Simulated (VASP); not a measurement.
# KCl (I4mm) in VASP: notebook

KCl is run at these levels: PBE; tasks: single point.

Everything below comes from runs of VASP 6.6.1. Logs are shortened: lines on timing, memory, paths and dates and some standing lists are left out, and cuts for length are marked.

## Step 1: The cell of the first run

Symmetry: I4mm, No. 107, tetragonal system. Conventional cell: a = 4.511 Å, b = 4.511 Å, c = 6.380 Å, α = 90.00°, β = 90.00°, γ = 90.00°. K (site symmetry 4mm) has 6 Cl at 2.95 to 3.43 Å within 3.9 Å. Within 3.9 Å of Cl (site symmetry 4mm) lie 6 K at 2.95 to 3.43 Å.

## Step 2: Single point, PBE (mode 4 frozen in at +0.000 Å and mode 9 at -0.124 Å (largest displacements))

File INCAR:

```
PREC     = Accurate       # precision mode
ENCUT    = 520            # plane-wave cutoff, eV
EDIFF    = 1E-7           # SCF threshold, eV
ISMEAR   = 0              # smearing method
SIGMA    = 0.05           # smearing width, eV
LREAL    = False          # projectors in reciprocal space
LASPH    = True           # aspherical terms in the spheres
NELM     = 60             # most SCF steps
ALGO     = Normal         # electronic algorithm
ISIF     = 2              # what is computed and relaxed
LWAVE    = False          # write WAVECAR
LCHARG   = True           # write CHGCAR
GGA      = PE             # functional
LELF     = True           # ELF
LVHAR    = True         
NBANDS   = 24             # bands
```

File KPOINTS:

```
Automatic mesh
0
Gamma
  6 6 6
```

File POSCAR:

```
KCl
1.0
    0.0000000000     -3.1897839381     -3.1897839381
   -3.1897839381      0.0000000000     -3.1897839381
    3.1897839381      3.1897839381     -6.3795678762
K Cl
2 2
Direct
    0.0264350445     -0.0088116815     -0.0088116815
    0.5264350445      0.4911883185      0.4911883185
    0.7208444202      0.7597185266      0.7597185266
    0.2208444202      0.2597185266      0.2597185266
```

Potentials or basis: VASP PAW PBE potentials, release 64 (K_sv, Cl).

Launch:

```console
$ cat potpaw_PBE.64/K_sv/POTCAR potpaw_PBE.64/Cl/POTCAR > POTCAR
$ mpirun -np 1 vasp_std > vasp.out
```

OUTCAR:

```text
PREC = Accurate
   ENCUT = 520
   EDIFF = 1E-7
   ISMEAR = 0
   LREAL = False
   LASPH = True
   NELM = 60
   ISIF = 2
   GGA = PE

 ion  position               nearest neighbor table
   1  0.026  0.991  0.991-   3 2.95   4 3.20   4 3.20   3 3.20   3 3.20
   2  0.526  0.491  0.491-   4 2.95   3 3.20   3 3.20   4 3.20   4 3.20
   3  0.721  0.760  0.760-   1 2.95   2 3.20   2 3.20   1 3.20   1 3.20
   4  0.221  0.260  0.260-   2 2.95   1 3.20   1 3.20   2 3.20   2 3.20

  LATTYP: Found a trigonal (rhomboedric) cell.
 ALAT       =     7.8133430381
 COS(alpha) =     0.8333333333

  Lattice vectors:

 A1 = (   3.1897839381,   6.3795678762,  -3.1897839381)
 A2 = (   6.3795678762,   3.1897839381,  -3.1897839381)
 A3 = (   3.1897839381,   3.1897839381,  -6.3795678762)

Analysis of symmetry for initial positions (statically):
=====================================================================
 Subroutine PRICEL returns following result:

  LATTYP: Found a face centered cubic cell.
 ALAT       =     6.3795678762

  Lattice vectors:

 A1 = (   0.0000000000,  -3.1897839381,   3.1897839381)
 A2 = (   3.1897839381,  -3.1897839381,  -0.0000000000)
 A3 = (   3.1897839381,   0.0000000000,   3.1897839381)

   2 primitive cells build up your supercell.

 Routine SETGRP: Setting up the symmetry group for a
 trigonal (rhombohedral) supercell.

 Subroutine GETGRP returns: Found  2 space group operations
 (whereof  2 operations were pure point group operations)
 out of a pool of 12 trial point group operations.

The static configuration has the point symmetry C_1h.

Analysis of symmetry for dynamics (positions and initial velocities):
=====================================================================
 Subroutine PRICEL returns following result:

  LATTYP: Found a face centered cubic cell.
 ALAT       =     6.3795678762

  Lattice vectors:

 A1 = (   0.0000000000,  -3.1897839381,   3.1897839381)
 A2 = (   3.1897839381,  -3.1897839381,  -0.0000000000)
 A3 = (   3.1897839381,   0.0000000000,   3.1897839381)

   2 primitive cells build up your supercell.

 Routine SETGRP: Setting up the symmetry group for a
 trigonal (rhombohedral) supercell.

 Subroutine GETGRP returns: Found  2 space group operations
 (whereof  2 operations were pure point group operations)
 out of a pool of 12 trial point group operations.

[... 92 lines left out ...]
   ISTART =      0    job   : 0-new  1-cont  2-samecut
   ICHARG =      2    charge: 1-file 2-atom 10-const
   ISPIN  =      1    spin polarized calculation?
   LNONCOLLINEAR =      F non collinear calculations
   LSORBIT =      F    spin-orbit coupling
   LASPH  =      T    aspherical Exc in radial PAW
   ENCUT  =  520.0 eV  38.22 Ry    6.18 a.u.   8.39  8.39 14.53*2*pi/ulx,y,z
   NELM   =     60;   NELMIN=  2; NELMDL= -5     # of ELM steps
   EDIFF  = 0.1E-06   stopping-criterion for ELM
   LREAL  =      F    real-space projection
   EDIFFG = 0.1E-05   stopping-criterion for IOM
   NSW    =      0    number of steps for IOM
   IBRION =     -1    ionic relax: 0-MD 1-quasi-New 2-CG
   NFREE  =      0    steps in history (QN), initial steepest desc. (CG)
   ISIF   =      2    stress and relaxation
   ISYM   =      2    0-nonsym 1-usesym 2-fastsym
   POTIM  = 0.5000    time-step for ionic-motion
   TEBEG  =    0.0;   TEEND  =   0.0 temperature during run
   PSTRESS=    0.0 pullay stress
   NELECT =      32.0000    total number of electrons
   NUPDOWN=      -1.0000    fix difference up-down
   EMIN   =  10.00;   EMAX   =-10.00  energy-range for DOS
   EFERMI =   0.00;   METHOD = LEGACY
   ISMEAR =     0;   SIGMA  =   0.05  broadening in eV -4-tet -1-fermi 0-gaus
   EFERMI_NEDOS =   21; number of points for ismear=-14 and -15
   IALGO  =     38    algorithm
   IMIX   =      4    mixing-type and parameters
     AMIX     =   0.40;   BMIX     =  1.00
     AMIX_MAG =   1.60;   BMIX_MAG =  1.00
  volume/ion in A,a.u.               =      32.46       219.02
  Fermi-wavevector in a.u.,A,eV,Ry     =   1.026464  1.939735 14.335473  1.053628
  Thomas-Fermi vector in A             =   2.160358
   LORBIT       =      0    0 simple, 1 ext, 2 COOP (PROOUT), +10 PAW based schemes
   GGA     = PE    functional components
   LHFCALC =     F    Hartree Fock is set to
   AEXX    =    0.0000 exact exchange contribution
   IVDW    =     0    specifies the selected vdW correction
   LEPSILON=     F    determine dielectric tensor
   LRPA    =     F    only Hartree local field effects (RPA)
 non-spin polarized calculation
 Gauss-broadening in eV      SIGMA  =   0.05
  energy-cutoff  :      520.00
  volume of cell :      129.82
 maximum number of plane-waves:      3525
 NGX is ok and might be reduce to    36
   NGX = 17   NGY = 17   NGZ = 29

 number of electron      31.9999999 magnetization

 Free energy of the ion-electron system (eV)
  ---------------------------------------------------
  ext. energy  EPLUGINS =         0.00000000
  ---------------------------------------------------
  free energy    TOTEN  =       -13.55419150 eV

  energy without entropy =      -13.55419150  energy(sigma->0) =      -13.55419150

 E-fermi :  -1.7499     XC(G=0):  -7.3650

 val. band max:       -2.0196259250   @ k =   0.0000   0.0000   0.0000
 cond. band min:       3.0441071278   @ k =   0.0000   0.0000   0.0000
 fundamental gap:      5.0637330528
 Fermi energy:        -1.7499099375

 k-point     1 :       0.0000    0.0000    0.0000
  band No.  band energies     occupation
      1     -29.2812      2.00000
      2     -29.2725      2.00000
      3     -14.2665      2.00000
      4     -14.0970      2.00000
      5     -12.7585      2.00000
      6     -12.7519      2.00000
[... 637 lines left out ...]
     23       8.2657      0.00000
     24       8.4357      0.00000

 [... further k-points ...]
[... 5 lines left out ...]
  --------------------------------------------------------------------------------------
  -------------------------------------------------------------------------------------
  Total       -0.0330052      0.9974253     -0.0330052     -0.0000550      0.0000550      0.0001226
  in kB       -0.4073328     12.3096918     -0.4073328     -0.0006790      0.0006790      0.0015133
  external PRESSURE =       3.8316754 kB  Pullay stress =       0.0000000 kB

 VOLUME and BASIS-vectors are now :
 -----------------------------------------------------------------------------
  energy-cutoff  :      520.00
  volume of cell :      129.82
      direct lattice vectors                 reciprocal lattice vectors
     0.000000000 -3.189783938 -3.189783938     0.078375214 -0.235125643 -0.078375214
    -3.189783938  0.000000000 -3.189783938    -0.235125643  0.078375214 -0.078375214
     3.189783938  3.189783938 -6.379567876     0.078375214  0.078375214 -0.078375214

 POSITION                                       TOTAL-FORCE (eV/Angst)
 -----------------------------------------------------------------------------------
      0.00000      3.07735     -9.56935        -0.000050      0.313538      0.000050
      0.00000     -0.11243     -6.37957        -0.000050      0.313538      0.000050
      0.00000      0.12400     -9.56935         0.000050     -0.313538     -0.000050
      0.00000      0.12400     -3.18978         0.000050     -0.313538     -0.000050
 -----------------------------------------------------------------------------------
    total drift:                                0.000122     -0.000217     -0.000099

  FREE ENERGIE OF THE ION-ELECTRON SYSTEM (eV)
  ---------------------------------------------------
  free  energy   TOTEN  =       -13.5541914969 eV

  energy  without entropy=      -13.5541914969  energy(sigma->0) =      -13.55419150
```

OSZICAR:

```text
N       E                     dE             d eps       ncg     rms          rms(c)
DAV:   1     0.233799976801E+03    0.23380E+03   -0.14159E+04  3264   0.118E+03
DAV:   2     0.420258876098E+01   -0.22960E+03   -0.21640E+03  4160   0.302E+02
DAV:   3    -0.137796446481E+02   -0.17982E+02   -0.17900E+02  5392   0.729E+01
DAV:   4    -0.141595244955E+02   -0.37988E+00   -0.37918E+00  4768   0.108E+01
DAV:   5    -0.141737147676E+02   -0.14190E-01   -0.14190E-01  4904   0.164E+00    0.464E+00
DAV:   6    -0.135555080826E+02    0.61821E+00   -0.11318E+00  4080   0.419E+00    0.370E+00
DAV:   7    -0.135225972387E+02    0.32911E-01   -0.30124E-01  4296   0.233E+00    0.233E+00
DAV:   8    -0.135519500381E+02   -0.29353E-01   -0.60767E-02  4744   0.137E+00    0.433E-01
DAV:   9    -0.135520196083E+02   -0.69570E-04   -0.51873E-03  4360   0.331E-01    0.150E-01
DAV:  10    -0.135541213829E+02   -0.21018E-02   -0.21573E-03  4136   0.259E-01    0.227E-02
DAV:  11    -0.135541758925E+02   -0.54510E-04   -0.90807E-05  5600   0.417E-02    0.705E-03
DAV:  12    -0.135541887230E+02   -0.12831E-04   -0.92986E-06  4224   0.184E-02    0.291E-03
DAV:  13    -0.135541913424E+02   -0.26194E-05   -0.28468E-06  4312   0.961E-03    0.144E-03
DAV:  14    -0.135541914862E+02   -0.14384E-06   -0.29458E-07  3752   0.360E-03    0.750E-04
DAV:  15    -0.135541914969E+02   -0.10616E-07   -0.55555E-08  3208   0.157E-03
   1 F= -.13554191E+02 E0= -.13554191E+02  d E =-.780462E-16
```

Run time: 2.2 min. Hardware: 1 thread of Intel Xeon 6975P-C (Granite Rapids), shared host; peak memory 0.37 GiB.

What came out:

- Free energy: -13.5542 eV
- Pressure: 0.4 GPa
- Largest force: 0.314 eV/Å
- Band gap on the k mesh: 5.06 eV

Forces on the atoms (eV/Å):
```
K    0.000  0.314  0.000
K    0.000  0.314  0.000
Cl   0.000 -0.314  0.000
Cl   0.000 -0.314  0.000
```

Caveat: the cell differs from its parent crystal (mode 4 frozen in at +0.000 Å and mode 9 at -0.124 Å (largest displacements)).

## Step 3: Single point, PBE (mode 4 frozen in at +0.000 Å and mode 9 at -0.083 Å (largest displacements))

File INCAR:

```
SYSTEM = KCl
ALGO = Normal
EDIFF = 1E-6
ENCUT = 520
GGA = PE
ISIF = 2
ISMEAR = 0
LASPH = .True.
LCHARG = .False.
LREAL = .False.
LWAVE = .False.
NBANDS = 24
NELM = 100
PREC = Accurate
SIGMA = 0.05
```

File KPOINTS:

```
k-points
0
Gamma
  6 6 6
  0 0 0
```

File POSCAR:

```
KCl
1.0
    0.0000000000     -3.1897839381     -3.1897839381
   -3.1897839381      0.0000000000     -3.1897839381
    3.1897839381      3.1897839381     -6.3795678762
K Cl
2 2
Direct
    0.0176304692     -0.0058768231     -0.0058768231
    0.5176304692      0.4941231769      0.4941231769
    0.7305551093      0.7564816302      0.7564816302
    0.2305551093      0.2564816302      0.2564816302
```

Potentials or basis: VASP PAW PBE potentials, release 64 (K_sv, Cl).

Launch:

```console
$ cat potpaw_PBE.64/K_sv/POTCAR potpaw_PBE.64/Cl/POTCAR > POTCAR
$ mpirun -np 1 vasp_std > vasp.out
```

Wall time 92 s (1 thread of Intel Xeon 6975P-C (Granite Rapids), shared host); peak memory 0.37 GiB.

The run converged. Its results:

```
Free energy            : -13.5934 eV
Pressure               : 0.2 GPa
Largest force          : 0.189 eV/Å
Band gap on the k mesh : 5.06 eV
```

Forces on the atoms (eV/Å):
```
K    0.000  0.189  0.000
K    0.000  0.189  0.000
Cl   0.000 -0.189  0.000
Cl   0.000 -0.189  0.000
```

Stress tensor (GPa, compression positive):
```
0.00 0.00 0.00
0.00 0.55 0.00
0.00 0.00 0.00
```

Levels at points of the mesh, in eV from the valence-band top:
| k point | band 14 | band 15 | band 16 | band 17 | band 18 | band 19 |
| --- | --- | --- | --- | --- | --- | --- |
| (0.00, 0.00, 0.00) | 0.00 | 0.00 | 0.00 | 5.06 | 7.47 | 8.38 |
| (0.50, 0.00, 0.00) | -0.36 | -0.25 | -0.25 | 7.37 | 7.37 | 8.07 |
| (0.00, 0.50, 0.00) | -0.37 | -0.25 | -0.25 | 7.38 | 7.38 | 8.11 |
| (0.50, 0.50, 0.00) | -0.28 | -0.22 | -0.21 | 6.60 | 7.47 | 8.15 |
| (0.50, 0.00, 0.50) | -0.28 | -0.21 | -0.21 | 6.57 | 7.47 | 8.18 |
| (0.00, 0.00, 0.50) | -0.15 | -0.14 | -0.14 | 6.27 | 6.27 | 8.12 |

Caveat: the cell differs from its parent crystal (mode 4 frozen in at +0.000 Å and mode 9 at -0.083 Å (largest displacements)).
